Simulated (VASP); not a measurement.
Crystal: V.

```
CELL_PARAMETERS angstrom
-1.46365 1.46365 1.46365
1.46365 -1.46365 1.46365
1.46365 1.46365 -1.46365
ATOMIC_POSITIONS crystal
V 0.00000 0.00000 0.00000
```

Base run:

```yaml
Program: VASP 6.6.1
Functional: LDA
Potentials_or_basis: VASP PAW LDA potentials, release 64 (V_sv)
Cutoff: 520 eV
k_mesh: 22 × 22 × 22
Occupations: fermi-dirac, width 0.1 eV
Spin: no spin polarisation
```

Its results: pressure 0.5 GPa.

The run is repeated on the same cell with these changes: k mesh from 22 × 22 × 22 to 4 × 4 × 4. What comes out?

Pressure 1.2 GPa.

Caveats: some runs use coarse meshes.
